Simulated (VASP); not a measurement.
# Os (P-1) in VASP: electric field gradients with PBE

Aim: the electric field gradients of Os with PBE.

All numbers are computed with VASP 6.6.1; they aren't measurements. Logs are shortened: lines on timing, memory, paths and dates and some standing lists are left out, and cuts for length are marked.

## Step 1: The cell of the first run

The typed cell holds 2 atoms: a = 2.735 Å, b = 2.770 Å, c = 4.321 Å, α = 90.62°, β = 91.71°, γ = 121.27°.

## Step 2: Electric field gradients, PBE (equal xy, yz and zx shear strains of -3 %)

Contents of INCAR:

```
SYSTEM = Os
PREC = Accurate ; ENCUT = 520
EDIFF = 1E-8 ; ISMEAR = -1
SIGMA = 0.05 ; LREAL = .False.
LASPH = .True. ; NELM = 60
ALGO = Normal ; ISIF = 2
LWAVE = .False. ; LCHARG = .False.
GGA = PE ; LEFG = .True.
NBANDS = 15
```

Contents of KPOINTS:

```
Automatic mesh
0
Gamma
  15 15 9
  0 0 0
```

Contents of POSCAR:

```
Os
1.0
    2.7340999755     -0.0410114996     -0.0410114996
   -1.4025669883      2.3883057851     -0.0150112507
   -0.0647955000     -0.0647955000      4.3197000000
Os
2
Direct
    0.3333333333      0.6666666667      0.2500000000
    0.6666666667      0.3333333333      0.7500000000
```

Potentials or basis: VASP PAW PBE potentials, release 64 (Os).

On the command line:

```console
$ cat potpaw_PBE.64/Os/POTCAR > POTCAR
$ mpirun -np 1 vasp_std > vasp.out
```

OUTCAR:

```text
SYSTEM = Os
   PREC = Accurate
   ENCUT = 520
   EDIFF = 1E-8
   ISMEAR = -1
   LREAL = .False.
   LASPH = .True.
   NELM = 60
   ISIF = 2
   GGA = PE

 ion  position               nearest neighbor table
   1  0.333  0.667  0.250-   2 2.61   2 2.64   2 2.67   2 2.70   2 2.71   2 2.72
   2  0.667  0.333  0.750-   1 2.61   1 2.64   1 2.67   1 2.70   1 2.71   1 2.72

  LATTYP: Found a triclinic cell.
 ALAT       =     2.7697335643
 B/A-ratio  =     2.3488055018
 C/A-ratio  =     0.9873567314
 COS(alpha) =     0.0019030843
 COS(beta)  =     0.5191268021
 COS(gamma) =     0.6404171091

  Lattice vectors:

 A1 = (  -1.4025669883,   2.3883057851,  -0.0150112507)
 A2 = (  -0.0062385011,   4.8003955706,  -4.3907340010)
 A3 = (  -2.7340999755,   0.0410114996,   0.0410114996)

Analysis of symmetry for initial positions (statically):
=====================================================================
 Subroutine PRICEL returns:
 Original cell was already a primitive cell.

 Routine SETGRP: Setting up the symmetry group for a
 triclinic supercell.

 Subroutine GETGRP returns: Found  2 space group operations
 (whereof  2 operations were pure point group operations)
 out of a pool of  2 trial point group operations.

The static configuration has the point symmetry S_2 .

Analysis of symmetry for dynamics (positions and initial velocities):
=====================================================================
 Subroutine PRICEL returns:
 Original cell was already a primitive cell.

 Routine SETGRP: Setting up the symmetry group for a
 triclinic supercell.

 Subroutine GETGRP returns: Found  2 space group operations
 (whereof  2 operations were pure point group operations)
 out of a pool of  2 trial point group operations.

The dynamic configuration has the point symmetry S_2 .

 Subroutine INISYM returns: Found  2 space group operations
 (whereof  2 operations are pure point group operations),
 and found     1 'primitive' translations

----------------------------------------------------------------------------------------

                                     Primitive cell

  volume of cell :      27.9458

  direct lattice vectors                    reciprocal lattice vectors
     2.734099975 -0.041011500 -0.041011500     0.369135447  0.216835356  0.008789562
    -1.402566988  2.388305785 -0.015011251     0.006434406  0.422525993  0.006434406
    -0.064795500 -0.064795500  4.319700000     0.003526955  0.003526955  0.231603366

  length of vectors
     2.734715079  2.769733564  4.320671823     0.428200661  0.422623968  0.231657070

  position of ions in fractional coordinates (direct lattice)
     0.333333333  0.666666667  0.250000000
     0.666666667  0.333333333  0.750000000

  ion indices of the primitive-cell ions
   primitive index   ion index
                 1           1
                 2           2

----------------------------------------------------------------------------------------

 KPOINTS: Automatic mesh

Automatic generation of k-mesh.
 Grid dimensions read from file:
 generate k-points for:   15   15    9

 Generating k-lattice:

  Cartesian coordinates                     Fractional coordinates (reciprocal lattice)
     0.024609030  0.014455690  0.000585971     0.066666667  0.000000000  0.000000000
     0.000428960  0.028168400  0.000428960     0.000000000  0.066666667 -0.000000000
     0.000391884  0.000391884  0.025733707     0.000000000 -0.000000000  0.111111111

  Length of vectors
     0.028546711  0.028174931  0.025739674

  Shift w.r.t. Gamma in fractional coordinates (k-lattice)
[... 36 lines left out ...]
   total plane-waves  NPLWV =  15360
   dimension x,y,z NGX =    20 NGY =   24 NGZ =   32
   dimension x,y,z NGXF=    40 NGYF=   48 NGZF=   64
   ions per type =               2
   NGX,Y,Z   is equivalent  to a cutoff of  12.16, 14.41, 12.31 a.u.
   NGXF,Y,Z  is equivalent  to a cutoff of  24.32, 28.81, 24.63 a.u.
 SYSTEM =  Os
   PREC   = accura    normal or accurate (medium, high low for compatibility)
   ISTART =      0    job   : 0-new  1-cont  2-samecut
   ICHARG =      2    charge: 1-file 2-atom 10-const
   ISPIN  =      1    spin polarized calculation?
   LNONCOLLINEAR =      F non collinear calculations
   LSORBIT =      F    spin-orbit coupling
   LASPH  =      T    aspherical Exc in radial PAW
   ENCUT  =  520.0 eV  38.22 Ry    6.18 a.u.   5.08  5.15  8.03*2*pi/ulx,y,z
   NELM   =     60;   NELMIN=  2; NELMDL= -5     # of ELM steps
   EDIFF  = 0.1E-07   stopping-criterion for ELM
   LREAL  =      F    real-space projection
   EDIFFG = 0.1E-06   stopping-criterion for IOM
   NSW    =      0    number of steps for IOM
   IBRION =     -1    ionic relax: 0-MD 1-quasi-New 2-CG
   NFREE  =      0    steps in history (QN), initial steepest desc. (CG)
   ISIF   =      2    stress and relaxation
   ISYM   =      2    0-nonsym 1-usesym 2-fastsym
   POTIM  = 0.5000    time-step for ionic-motion
   TEBEG  =    0.0;   TEEND  =   0.0 temperature during run
   PSTRESS=    0.0 pullay stress
   NELECT =      16.0000    total number of electrons
   NUPDOWN=      -1.0000    fix difference up-down
   EMIN   =  10.00;   EMAX   =-10.00  energy-range for DOS
   EFERMI =   0.00;   METHOD = LEGACY
   ISMEAR =    -1;   SIGMA  =   0.05  broadening in eV -4-tet -1-fermi 0-gaus
   EFERMI_NEDOS =   21; number of points for ismear=-14 and -15
   IALGO  =     38    algorithm
   IMIX   =      4    mixing-type and parameters
     AMIX     =   0.40;   BMIX     =  1.00
     AMIX_MAG =   1.60;   BMIX_MAG =  1.00
  volume/ion in A,a.u.               =      13.97        94.29
  Fermi-wavevector in a.u.,A,eV,Ry     =   1.359385  2.568866 25.142590  1.847928
  Thomas-Fermi vector in A             =   2.486138
   LORBIT       =      0    0 simple, 1 ext, 2 COOP (PROOUT), +10 PAW based schemes
   GGA     = PE    functional components
   LHFCALC =     F    Hartree Fock is set to
   AEXX    =    0.0000 exact exchange contribution
   IVDW    =     0    specifies the selected vdW correction
   LEPSILON=     F    determine dielectric tensor
   LRPA    =     F    only Hartree local field effects (RPA)
 non-spin polarized calculation
  energy-cutoff  :      520.00
  volume of cell :       27.95
 maximum number of plane-waves:       768
   NGX = 11   NGY = 11   NGZ = 17

 number of electron      15.9999999 magnetization

 Free energy of the ion-electron system (eV)
  ---------------------------------------------------
  ext. energy  EPLUGINS =         0.00000000
  ---------------------------------------------------
  free energy    TOTEN  =       -22.42539042 eV

  energy without entropy =      -22.41658907  energy(sigma->0) =      -22.42098974

 E-fermi :   9.4792     XC(G=0): -14.0630

 val. band max:        9.4784423907   @ k =  -0.2000  -0.0667   0.2222
 cond. band min:       9.4802218246   @ k =  -0.3333   0.2000   0.0000
 fundamental gap:      0.0017794339
 Fermi energy:         9.4792139450

 k-point     1 :       0.0000    0.0000    0.0000
  band No.  band energies     occupation
      1      -1.4674      2.00000
      2       1.6880      2.00000
      3       6.1003      2.00000
      4       6.6083      2.00000
      5       6.7631      2.00000
      6       6.9755      2.00000
      7       7.5450      2.00000
      8       7.8575      2.00000
      9       8.0859      2.00000
     10       9.5212      0.60281
     11      11.0745      0.00000
     12      11.2376      0.00000
     13      18.6129      0.00000
     14      23.5342      0.00000
[... 401 lines left out ...]
      2       2.2814      2.00000
      3       5.5137      2.00000
      4       6.7293      2.00000
      5       6.8135      2.00000
      6       7.0512      2.00000
      7       7.3432      2.00000
      8       7.6847      2.00000
      9       7.9104      2.00000
     10       8.1539      2.00000
     11      11.4538      0.00000
     12      13.8832      0.00000
     13      18.5288      0.00000
     14      24.8484      0.00000
     15      27.0484      0.00000

 [... further k-points ...]

------------------------ aborting loop because EDIFF is reached ----------------------------------------

  FORCE on cell =-STRESS in cart. coord.  units (eV):
  Direction    XX          YY          ZZ          XY          YZ          ZX
  --------------------------------------------------------------------------------------
  -------------------------------------------------------------------------------------
  Total        1.6012843      1.6799350      1.8675551      1.4857383      1.4259700      1.4284560
  in kB       91.8041270     96.3132955    107.0698462     85.1796929     81.7530833     81.8956134
  external PRESSURE =      98.3957562 kB  Pullay stress =       0.0000000 kB

 VOLUME and BASIS-vectors are now :
 -----------------------------------------------------------------------------
  energy-cutoff  :      520.00
  volume of cell :       27.95
      direct lattice vectors                 reciprocal lattice vectors
     2.734099975 -0.041011500 -0.041011500     0.369135447  0.216835356  0.008789562
    -1.402566988  2.388305785 -0.015011251     0.006434406  0.422525993  0.006434406
    -0.064795500 -0.064795500  4.319700000     0.003526955  0.003526955  0.231603366

 POSITION                                       TOTAL-FORCE (eV/Angst)
 -----------------------------------------------------------------------------------
     -0.03988      1.56233      1.05625         0.140751      0.002720      0.043584
      1.30661      0.72016      3.20743        -0.140751     -0.002720     -0.043584
 -----------------------------------------------------------------------------------
    total drift:                                0.000000     -0.000000      0.000000

  FREE ENERGIE OF THE ION-ELECTRON SYSTEM (eV)
  ---------------------------------------------------
  free  energy   TOTEN  =       -22.4253904152 eV

  energy  without entropy=      -22.4165890657  energy(sigma->0) =      -22.42098974

 Electric field gradients (V/A^2)
---------------------------------------------------------------------
 ion       V_xx      V_yy      V_zz      V_xy      V_xz      V_yz
---------------------------------------------------------------------
   1      41.407    39.571   -80.978   -35.188   -34.403   -34.375
   2      41.407    39.571   -80.978   -35.188   -34.403   -34.375
---------------------------------------------------------------------

 Electric field gradients after diagonalization (V/A^2)
 (convention: |V_zz| > |V_xx| > |V_yy|)
----------------------------------------------------------------------
 ion       V_xx      V_yy      V_zz     asymmetry (V_yy - V_xx)/ V_zz
----------------------------------------------------------------------
   1      75.693    27.156  -102.849       0.472
   2      75.693    27.156  -102.849       0.472
----------------------------------------------------------------------

           NMR quadrupolar parameters

 Cq : quadrupolar parameter    Cq=e*Q*V_zz/h
 eta: asymmetry parameters     (V_yy - V_xx)/ V_zz
 Q  : nuclear electric quadrupole moment in mb (millibarn)
----------------------------------------------------------------------
 ion       Cq(MHz)       eta       Q (mb)
----------------------------------------------------------------------
   1      -0.249       0.472       1.000
   2      -0.249       0.472       1.000
----------------------------------------------------------------------
```

Wall time 2.5 min (1 thread of Intel Xeon 6975P-C (Granite Rapids), shared host); peak memory 0.46 GiB.

Results:

```yaml
Free_energy: -22.4254 eV
Pressure: 9.8 GPa
Largest_force: 0.147 eV/Å
Band_gap_on_the_k_mesh: zero (bands 8 and 9 overlap by 3.94 eV)
Largest_electric_field_gradient_by_atom: Os -102.8 V/Å²
```

Forces on the atoms (eV/Å):
```
Os   0.141  0.003  0.044
Os  -0.141 -0.003 -0.044
```

Levels at points of the mesh, in eV from the Fermi level:
| k point | band 4 | band 5 | band 6 | band 7 | band 8 | band 9 | band 10 | band 11 | band 12 | band 13 |
| --- | --- | --- | --- | --- | --- | --- | --- | --- | --- | --- |
| (0.00, 0.00, 0.00) | -2.87 | -2.72 | -2.50 | -1.93 | -1.62 | -1.39 | 0.04 | 1.60 | 1.76 | 9.13 |

Electric field gradients, principal values (V/Å²):
| atom | least | middle | greatest (by size) |
| --- | --- | --- | --- |
| 1 Os | 27.156 | 75.693 | -102.849 |
| 2 Os | 27.156 | 75.693 | -102.849 |

Caveat: the cell differs from its parent crystal (equal xy, yz and zx shear strains of -3 %); the cell stands under pressure; without QUAD_EFG the Cq values of the log hold for a quadrupole moment of 1 mb, not for the nuclei; spin-orbit coupling is left out, which moves the levels of the heavy elements.
